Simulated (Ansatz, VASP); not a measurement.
# LiCl in VASP and in Ansatz

INCAR

```
SYSTEM = LiCl
ALGO = Normal ; EDIFF = 1E-7
ENCUT = 520 ; GGA = CA
ISIF = 2 ; ISMEAR = 0
LASPH = .True. ; LCHARG = .False.
LREAL = .False. ; LWAVE = .False.
NBANDS = 12 ; NELM = 100
PREC = Accurate ; SIGMA = 0.01
```

The input KPOINTS:

```
k-points
0
Gamma
  8 8 8
  0 0 0
```

The input POSCAR:

```
LiCl
1.0
    0.0000000000      2.5560362741      2.5560362741
    2.5560362741      0.0000000000      2.5560362741
    2.5560362741      2.5560362741      0.0000000000
Li Cl
1 1
Direct
    0.0000000000      0.0000000000      0.0000000000
    0.5000000000      0.5000000000      0.5000000000
```

Input for Ansatz:

```yaml
crystal:
  lattice:
    - [0.0, 2.5560362741, 2.5560362741]
    - [2.5560362741, 0.0, 2.5560362741]
    - [2.5560362741, 2.5560362741, 0.0]
  atoms:
    - { symbol: Li, position: [0.0, 0.0, 0.0] }
    - { symbol: Cl, position: [0.5, 0.5, 0.5] }
kpoints:
  mp_grid: { grid: [8, 8, 8] }
  band_path:
    path:
      - [0.0, 0.0, 0.0]
      - [0.5, 0.0, 0.5]
      - [0.625, 0.25, 0.625]
      - [0.375, 0.375, 0.75]
      - [0.5, 0.5, 0.5]
      - [0.5, 0.25, 0.75]
      - [-0.072917, 0.0, 0.072917]
    npoints: 1
hamiltonian:
  xc: lda
scf:
  occupations: { method: fixed }
  n_extra_bands: 4
output:
  forces: true
  stress: true
  eigenvalues: true
  write_density: true
  write_potential: true
  elf: true
  volumetric_format: npy
```

Alike in both runs: task single point; functional LDA; k mesh 8 × 8 × 8; no spin polarisation.

```csv
,VASP,Ansatz
version,VASP 6.6.1,Ansatz 0.2.0
potentials or method,"VASP PAW LDA potentials, release 64 (Li_sv, Cl)","plane waves, PAW"
plane-wave cutoff (eV),520,420
occupations,"gaussian, width 0.01 eV",fixed
valence electrons in the cell,10,10
```

Ansatz gave:

- gap on the k mesh at the Fermi level (eV): 6.05

Task: Estimate VASP's values.

Result: gap on the k mesh at the Fermi level (eV): 6.06.

LDA's correlation is that of Perdew and Zunger in VASP and of Perdew and Wang (1992) in Ansatz.

Noted on VASP's run: the cutoff is short for stress, so the pressure is rough.
